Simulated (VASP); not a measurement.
# GeAu (Pm-3m) in VASP: further runs

GeAu is run at these levels: PBEsol; tasks: single point.

Program: VASP 6.6.1. These are calculated values, not measurements. Logs are shortened: lines on timing, memory, paths and dates and some standing lists are left out, and cuts for length are marked.

## (1) The cell of the first run

Symmetry: Pm-3m, No. 221, cubic system. The conventional cell has a = 3.295 Å, b = 3.295 Å, c = 3.295 Å, α = 90.00°, β = 90.00°, γ = 90.00°. Au (site symmetry m-3m) has 8 Ge at 2.85 Å and 6 Au at 3.30 Å within 3.8 Å. Ge (site symmetry m-3m) has 8 Au at 2.85 Å and 6 Ge at 3.30 Å within 3.8 Å.

## (2) Single point, PBEsol

File INCAR:

```
PREC     = Accurate       # precision mode
ENCUT    = 520            # plane-wave cutoff, eV
EDIFF    = 1E-6           # SCF threshold, eV
ISMEAR   = 0              # smearing method
SIGMA    = 0.05           # smearing width, eV
LREAL    = F              # projectors in reciprocal space
LASPH    = T              # aspherical terms in the spheres
NELM     = 100            # most SCF steps
ALGO     = Normal         # electronic algorithm
ISIF     = 2              # what is computed and relaxed
LWAVE    = F              # write WAVECAR
LCHARG   = T              # write CHGCAR
GGA      = PS             # functional
LELF     = T              # ELF
LVHAR    = T            
NBANDS   = 20             # bands
```

File KPOINTS:

```
Automatic mesh
0
Gamma
  10 10 10
```

File POSCAR:

```
GeAu
1.0
    3.2954132127      0.0000000000      0.0000000000
    0.0000000000      3.2954132127      0.0000000000
    0.0000000000      0.0000000000      3.2954132127
Au Ge
1 1
Direct
    0.0000000000      0.0000000000      0.0000000000
    0.5000000000      0.5000000000      0.5000000000
```

Potentials or basis: VASP PAW PBE potentials, release 64 (Au, Ge_d).

The run is started by

```sh
$ cat potpaw_PBE.64/Au/POTCAR potpaw_PBE.64/Ge_d/POTCAR > POTCAR
$ mpirun -np 1 vasp_std > vasp.out
```

OUTCAR:

```text
PREC = Accurate
   ENCUT = 520
   EDIFF = 1E-6
   ISMEAR = 0
   LREAL = F
   LASPH = T
   NELM = 100
   ISIF = 2
   GGA = PS

 ion  position               nearest neighbor table
   1  0.000  0.000  0.000-   2 2.85   2 2.85   2 2.85   2 2.85   2 2.85   2 2.85   2 2.85   2 2.85

   2  0.500  0.500  0.500-   1 2.85   1 2.85   1 2.85   1 2.85   1 2.85   1 2.85   1 2.85   1 2.85

  LATTYP: Found a simple cubic cell.
 ALAT       =     3.2954132127

  Lattice vectors:

 A1 = (   3.2954132127,   0.0000000000,   0.0000000000)
 A2 = (   0.0000000000,   3.2954132127,   0.0000000000)
 A3 = (   0.0000000000,   0.0000000000,   3.2954132127)

Analysis of symmetry for initial positions (statically):
=====================================================================
 Subroutine PRICEL returns:
 Original cell was already a primitive cell.

 Routine SETGRP: Setting up the symmetry group for a
 simple cubic supercell.

 Subroutine GETGRP returns: Found 48 space group operations
 (whereof 48 operations were pure point group operations)
 out of a pool of 48 trial point group operations.

The static configuration has the point symmetry O_h .

Analysis of symmetry for dynamics (positions and initial velocities):
=====================================================================
 Subroutine PRICEL returns:
 Original cell was already a primitive cell.

 Routine SETGRP: Setting up the symmetry group for a
 simple cubic supercell.

 Subroutine GETGRP returns: Found 48 space group operations
 (whereof 48 operations were pure point group operations)
 out of a pool of 48 trial point group operations.

The dynamic configuration has the point symmetry O_h .

 Subroutine INISYM returns: Found 48 space group operations
 (whereof 48 operations are pure point group operations),
 and found     1 'primitive' translations

----------------------------------------------------------------------------------------

                                     Primitive cell

  volume of cell :      35.7874

  direct lattice vectors                    reciprocal lattice vectors
     3.295413213  0.000000000  0.000000000     0.303452082  0.000000000  0.000000000
[... 74 lines left out ...]
   NGX,Y,Z   is equivalent  to a cutoff of  14.13, 14.13, 14.13 a.u.
   NGXF,Y,Z  is equivalent  to a cutoff of  28.25, 28.25, 28.25 a.u.
 SYSTEM =  unknown system
   PREC   = accura    normal or accurate (medium, high low for compatibility)
   ISTART =      0    job   : 0-new  1-cont  2-samecut
   ICHARG =      2    charge: 1-file 2-atom 10-const
   ISPIN  =      1    spin polarized calculation?
   LNONCOLLINEAR =      F non collinear calculations
   LSORBIT =      F    spin-orbit coupling
   LASPH  =      T    aspherical Exc in radial PAW
   ENCUT  =  520.0 eV  38.22 Ry    6.18 a.u.   6.13  6.13  6.13*2*pi/ulx,y,z
   NELM   =    100;   NELMIN=  2; NELMDL= -5     # of ELM steps
   EDIFF  = 0.1E-05   stopping-criterion for ELM
   LREAL  =      F    real-space projection
   EDIFFG = 0.1E-04   stopping-criterion for IOM
   NSW    =      0    number of steps for IOM
   IBRION =     -1    ionic relax: 0-MD 1-quasi-New 2-CG
   NFREE  =      0    steps in history (QN), initial steepest desc. (CG)
   ISIF   =      2    stress and relaxation
   ISYM   =      2    0-nonsym 1-usesym 2-fastsym
   POTIM  = 0.5000    time-step for ionic-motion
   TEBEG  =    0.0;   TEEND  =   0.0 temperature during run
   PSTRESS=    0.0 pullay stress
   NELECT =      25.0000    total number of electrons
   NUPDOWN=      -1.0000    fix difference up-down
   EMIN   =  10.00;   EMAX   =-10.00  energy-range for DOS
   EFERMI =   0.00;   METHOD = LEGACY
   ISMEAR =     0;   SIGMA  =   0.05  broadening in eV -4-tet -1-fermi 0-gaus
   EFERMI_NEDOS =   21; number of points for ismear=-14 and -15
   IALGO  =     38    algorithm
   IMIX   =      4    mixing-type and parameters
     AMIX     =   0.40;   BMIX     =  1.00
     AMIX_MAG =   1.60;   BMIX_MAG =  1.00
  volume/ion in A,a.u.               =      17.89       120.75
  Fermi-wavevector in a.u.,A,eV,Ry     =   1.452596  2.745009 28.708786  2.110036
  Thomas-Fermi vector in A             =   2.569960
   LORBIT       =      0    0 simple, 1 ext, 2 COOP (PROOUT), +10 PAW based schemes
   GGA     = PS    functional components
   LHFCALC =     F    Hartree Fock is set to
   AEXX    =    0.0000 exact exchange contribution
   IVDW    =     0    specifies the selected vdW correction
   LEPSILON=     F    determine dielectric tensor
   LRPA    =     F    only Hartree local field effects (RPA)
 non-spin polarized calculation
 Gauss-broadening in eV      SIGMA  =   0.05
  energy-cutoff  :      520.00
  volume of cell :       35.79
 maximum number of plane-waves:       992
 NGX is ok and might be reduce to    28
   NGX = 13   NGY = 13   NGZ = 13

 number of electron      24.9999983 magnetization

 Free energy of the ion-electron system (eV)
  ---------------------------------------------------
  ext. energy  EPLUGINS =         0.00000000
  ---------------------------------------------------
  free energy    TOTEN  =        -8.63316393 eV

  energy without entropy =       -8.63199025  energy(sigma->0) =       -8.63257709

 E-fermi :   8.1902     XC(G=0): -12.1509

 val. band max:        8.1631679037   @ k =   0.5000   0.4000   0.0000
 cond. band min:       8.2146066466   @ k =   0.1000   0.0000   0.0000
 fundamental gap:      0.0514387429
 Fermi energy:         8.1901589745

 k-point     1 :       0.0000    0.0000    0.0000
  band No.  band energies     occupation
      1     -16.5456      2.00000
      2     -16.5456      2.00000
      3     -16.5094      2.00000
      4     -16.5094      2.00000
      5     -16.5094      2.00000
      6      -4.0741      2.00000
[... 541 lines left out ...]
     19      20.8817      0.00000
     20      22.2798      0.00000

 [... further k-points ...]
[... 5 lines left out ...]
  --------------------------------------------------------------------------------------
  -------------------------------------------------------------------------------------
  Total       -0.0159936     -0.0159936     -0.0159936     -0.0000000     -0.0000000     -0.0000000
  in kB       -0.7160228     -0.7160228     -0.7160228     -0.0000000     -0.0000000     -0.0000000
  external PRESSURE =      -0.7160228 kB  Pullay stress =       0.0000000 kB

 VOLUME and BASIS-vectors are now :
 -----------------------------------------------------------------------------
  energy-cutoff  :      520.00
  volume of cell :       35.79
      direct lattice vectors                 reciprocal lattice vectors
     3.295413213  0.000000000  0.000000000     0.303452082  0.000000000  0.000000000
     0.000000000  3.295413213  0.000000000     0.000000000  0.303452082  0.000000000
     0.000000000  0.000000000  3.295413213     0.000000000  0.000000000  0.303452082

 POSITION                                       TOTAL-FORCE (eV/Angst)
 -----------------------------------------------------------------------------------
      0.00000      0.00000      0.00000         0.000000      0.000000      0.000000
      1.64771      1.64771      1.64771         0.000000      0.000000      0.000000
 -----------------------------------------------------------------------------------
    total drift:                                0.000000      0.000000      0.000000

  FREE ENERGIE OF THE ION-ELECTRON SYSTEM (eV)
  ---------------------------------------------------
  free  energy   TOTEN  =        -8.6331639265 eV

  energy  without entropy=       -8.6319902469  energy(sigma->0) =       -8.63257709
```

It took 20 s on 1 thread of AMD EPYC 9R45 (Zen 5), shared host; peak memory 0.16 GiB.

Results:

| Quantity | Value |
| --- | --- |
| Free energy | -8.6332 eV |
| Pressure | -0.1 GPa |

Caveat: the PAW data sets were made with another functional, which shifts forces and pressure a little; spin-orbit coupling is left out, which moves the levels of the heavy elements.

## (3) Single point, PBEsol

File INCAR:

```
SYSTEM = GeAu
  ALGO = Normal
  EDIFF = 1E-7
  ENCUT = 520
  GGA = PS
  ISIF = 2
  ISMEAR = 0
  LASPH = .True.
  LCHARG = .False.
  LREAL = .False.
  LWAVE = .False.
  NBANDS = 20
  NELM = 60
  PREC = Accurate
  SIGMA = 0.05
```

File KPOINTS:

```
k-points
0
Gamma
  10 10 10
  0 0 0
```

POSCAR is that of step 2.

Potentials or basis: VASP PAW PBE potentials, release 64 (Au, Ge_d).

The run is started by

```sh
$ cat potpaw_PBE.64/Au/POTCAR potpaw_PBE.64/Ge_d/POTCAR > POTCAR
$ mpirun -np 1 vasp_std > vasp.out
```

OUTCAR:

```text
SYSTEM = GeAu
   EDIFF = 1E-7
   ENCUT = 520
   GGA = PS
   ISIF = 2
   ISMEAR = 0
   LASPH = .True.
   LREAL = .False.
   NELM = 60
   PREC = Accurate

 ion  position               nearest neighbor table
   1  0.000  0.000  0.000-   2 2.85   2 2.85   2 2.85   2 2.85   2 2.85   2 2.85   2 2.85   2 2.85

   2  0.500  0.500  0.500-   1 2.85   1 2.85   1 2.85   1 2.85   1 2.85   1 2.85   1 2.85   1 2.85

  LATTYP: Found a simple cubic cell.
 ALAT       =     3.2954132127

  Lattice vectors:

 A1 = (   3.2954132127,   0.0000000000,   0.0000000000)
 A2 = (   0.0000000000,   3.2954132127,   0.0000000000)
[... 190 lines left out ...]
      5     -16.5095      2.00000
      6      -4.0741      2.00000
[... 541 lines left out ...]
     19      20.8817      0.00000
     20      22.2798      0.00000

 [... further k-points ...]
[... 5 lines left out ...]
  --------------------------------------------------------------------------------------
  -------------------------------------------------------------------------------------
  Total       -0.0152318     -0.0152318     -0.0152318      0.0000000      0.0000000      0.0000000
  in kB       -0.6819162     -0.6819162     -0.6819162      0.0000000      0.0000000      0.0000000
  external PRESSURE =      -0.6819162 kB  Pullay stress =       0.0000000 kB

 VOLUME and BASIS-vectors are now :
 -----------------------------------------------------------------------------
  energy-cutoff  :      520.00
  volume of cell :       35.79
      direct lattice vectors                 reciprocal lattice vectors
     3.295413213  0.000000000  0.000000000     0.303452082  0.000000000  0.000000000
     0.000000000  3.295413213  0.000000000     0.000000000  0.303452082  0.000000000
     0.000000000  0.000000000  3.295413213     0.000000000  0.000000000  0.303452082

 POSITION                                       TOTAL-FORCE (eV/Angst)
 -----------------------------------------------------------------------------------
      0.00000      0.00000      0.00000         0.000000      0.000000      0.000000
      1.64771      1.64771      1.64771         0.000000      0.000000      0.000000
 -----------------------------------------------------------------------------------
    total drift:                                0.000000      0.000000      0.000000

  FREE ENERGIE OF THE ION-ELECTRON SYSTEM (eV)
  ---------------------------------------------------
  free  energy   TOTEN  =        -8.6331638571 eV

  energy  without entropy=       -8.6319898981  energy(sigma->0) =       -8.63257688
```

OSZICAR:

```text
N       E                     dE             d eps       ncg     rms          rms(c)
DAV:   1     0.175135464961E+03    0.17514E+03   -0.12146E+04  2724   0.288E+03
DAV:   2     0.916264742100E+01   -0.16597E+03   -0.15862E+03  2284   0.589E+02
DAV:   3    -0.889194880753E+01   -0.18055E+02   -0.17884E+02  2500   0.108E+02
DAV:   4    -0.930404884369E+01   -0.41210E+00   -0.41193E+00  2528   0.160E+01
DAV:   5    -0.931098532154E+01   -0.69365E-02   -0.69363E-02  2540   0.236E+00    0.760E+00
DAV:   6    -0.867073787185E+01    0.64025E+00   -0.35041E+00  2352   0.116E+01    0.569E+00
DAV:   7    -0.864385172394E+01    0.26886E-01   -0.10768E-01  2676   0.351E+00    0.310E+00
DAV:   8    -0.863385303903E+01    0.99987E-02   -0.15290E-02  2812   0.147E+00    0.220E-01
DAV:   9    -0.863323767615E+01    0.61536E-03   -0.16046E-03  2964   0.566E-01    0.115E-01
DAV:  10    -0.863316258476E+01    0.75091E-04   -0.42807E-04  2944   0.345E-01    0.208E-02
DAV:  11    -0.863316359914E+01   -0.10144E-05   -0.10324E-05  2924   0.387E-02    0.693E-03
DAV:  12    -0.863316393769E+01   -0.33855E-06   -0.78153E-07  3056   0.133E-02    0.198E-03
DAV:  13    -0.863316385708E+01    0.80605E-07   -0.31154E-08  1480   0.149E-03
   1 F= -.86331639E+01 E0= -.86325769E+01  d E =-.117396E-02
```

It took 20 s on 1 thread of AMD EPYC 9R45 (Zen 5), shared host; peak memory 0.15 GiB.

What came out:

```yaml
Free_energy: -8.6332 eV
Pressure: -0.1 GPa
```

Levels at points of the mesh, in eV from the Fermi level:
```tsv
k point	band 10	band 11	band 12	band 13	band 14	band 15
(0.00, 0.00, 0.00)	-3.97	-3.97	1.46	1.46	1.46	2.57
(0.50, 0.00, 0.00)	-4.95	-3.91	-2.88	5.30	5.30	6.61
(0.50, 0.50, 0.00)	-3.87	-3.87	-3.27	-2.01	-0.71	4.47
(0.50, 0.50, 0.50)	-3.23	-3.23	1.90	1.90	1.90	2.16
```

Caveat: the PAW data sets were made with another functional, which shifts forces and pressure a little; spin-orbit coupling is left out, which moves the levels of the heavy elements.

## (4) Single point, PBEsol (volume scaled by 1.020)

File INCAR:

```
SYSTEM = GeAu
PREC = Accurate ; ENCUT = 520
EDIFF = 1E-6 ; ISMEAR = 0
SIGMA = 0.05 ; LREAL = .FALSE.
LASPH = .TRUE. ; NELM = 80
ALGO = Normal ; ISIF = 2
LWAVE = .FALSE. ; LCHARG = .TRUE.
GGA = PS ; LELF = .TRUE.
LVHAR = .TRUE. ; NBANDS = 20
```

File KPOINTS:

```
regular mesh
0
G
  10 10 10
  0 0 0
```

File POSCAR:

```
GeAu
1.0
    3.3172377773      0.0000000000      0.0000000000
    0.0000000000      3.3172377773      0.0000000000
    0.0000000000      0.0000000000      3.3172377773
Au Ge
1 1
Direct
    0.0000000000      0.0000000000      0.0000000000
    0.5000000000      0.5000000000      0.5000000000
```

Potentials or basis: VASP PAW PBE potentials, release 64 (Au, Ge_d).

The run is started by

```sh
$ cat potpaw_PBE.64/Au/POTCAR potpaw_PBE.64/Ge_d/POTCAR > POTCAR
$ mpirun -np 1 vasp_std > vasp.out
```

OUTCAR:

```text
SYSTEM = GeAu
   PREC = Accurate
   ENCUT = 520
   EDIFF = 1E-6
   ISMEAR = 0
   LREAL = .FALSE.
   LASPH = .TRUE.
   NELM = 80
   ISIF = 2
   GGA = PS

 ion  position               nearest neighbor table
   1  0.000  0.000  0.000-   2 2.87   2 2.87   2 2.87   2 2.87   2 2.87   2 2.87   2 2.87   2 2.87

   2  0.500  0.500  0.500-   1 2.87   1 2.87   1 2.87   1 2.87   1 2.87   1 2.87   1 2.87   1 2.87

  LATTYP: Found a simple cubic cell.
 ALAT       =     3.3172377773

  Lattice vectors:

 A1 = (   3.3172377773,   0.0000000000,   0.0000000000)
 A2 = (   0.0000000000,   3.3172377773,   0.0000000000)
[... 190 lines left out ...]
      5     -16.7792      2.00000
      6      -4.1644      2.00000
[... 541 lines left out ...]
     19      20.4361      0.00000
     20      21.8908      0.00000

 [... further k-points ...]
[... 5 lines left out ...]
  --------------------------------------------------------------------------------------
  -------------------------------------------------------------------------------------
  Total       -0.4883887     -0.4883887     -0.4883887      0.0000000      0.0000000      0.0000000
  in kB      -21.4361283    -21.4361283    -21.4361283      0.0000000      0.0000000      0.0000000
  external PRESSURE =     -21.4361283 kB  Pullay stress =       0.0000000 kB

 VOLUME and BASIS-vectors are now :
 -----------------------------------------------------------------------------
  energy-cutoff  :      520.00
  volume of cell :       36.50
      direct lattice vectors                 reciprocal lattice vectors
     3.317237777  0.000000000  0.000000000     0.301455629  0.000000000  0.000000000
     0.000000000  3.317237777  0.000000000     0.000000000  0.301455629  0.000000000
     0.000000000  0.000000000  3.317237777     0.000000000  0.000000000  0.301455629

 POSITION                                       TOTAL-FORCE (eV/Angst)
 -----------------------------------------------------------------------------------
      0.00000      0.00000      0.00000         0.000000      0.000000      0.000000
      1.65862      1.65862      1.65862         0.000000      0.000000      0.000000
 -----------------------------------------------------------------------------------
    total drift:                                0.000000      0.000000      0.000000

  FREE ENERGIE OF THE ION-ELECTRON SYSTEM (eV)
  ---------------------------------------------------
  free  energy   TOTEN  =        -8.6285068303 eV

  energy  without entropy=       -8.6277142542  energy(sigma->0) =       -8.62811054
```

Wall time 20 s (1 thread of AMD EPYC 9R45 (Zen 5), shared host); peak memory 0.16 GiB.

Results:

- Free energy: -8.6285 eV
- Pressure: -2.1 GPa

Caveat: the PAW data sets were made with another functional, which shifts forces and pressure a little; spin-orbit coupling is left out, which moves the levels of the heavy elements.
